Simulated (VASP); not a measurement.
Input of a VASP 6.6.1 run:

The input INCAR:

```
PREC = Accurate ; ENCUT = 600
EDIFF = 1E-6 ; ISMEAR = 0
SIGMA = 0.1 ; LREAL = F
LASPH = T ; NELM = 100
ALGO = Normal ; ISIF = 3
LWAVE = F ; LCHARG = F
GGA = PE ; IBRION = 2
NSW = 100 ; EDIFFG = -0.01
```

Contents of KPOINTS:

```
Automatic mesh
0
Gamma
  12 12 10
```

The input POSCAR:

```
SnGe2
1.0
    3.8033986280      0.0000000000      0.0000000000
    0.0000000000      3.8033986280      0.0000000000
    0.0000000000      0.0000000000      5.0686543281
Sn Ge
1 2
Direct
    0.0000000000      0.0000000000      0.0000000000
    0.5000000000      0.0000000000      0.4441510729
    0.0000000000      0.5000000000      0.5558489271
```

Potentials or basis: VASP PAW PBE potentials, release 64 (Sn_d, Ge_d).

Run with:

```sh
$ cat potpaw_PBE.64/Sn_d/POTCAR potpaw_PBE.64/Ge_d/POTCAR > POTCAR
$ mpirun -np 1 vasp_std > vasp.out
```

Q: What does it give for the space group after relaxing (to 0.1 Å)?

A: P-4m2 (No. 115).

Q: Estimate the relaxed volume.

A: 24.40 Å³/atom.

Q: Estimate the band gap on the k mesh.

A: Zero (bands 21 and 22 overlap by 4.21 eV).

Q: Estimate the relaxed cell.

A: a = 3.868 Å, b = 3.868 Å, c = 4.893 Å, α = 90.00°, β = 90.00°, γ = 90.00°.

Forces in eV/Å, atoms in the order of the input:
```
Sn   0.000  0.000  0.000
Ge   0.000  0.000  0.008
Ge   0.000  0.000 -0.008
```

Caveat: spin-orbit coupling is left out, which moves the levels of the heavy elements.
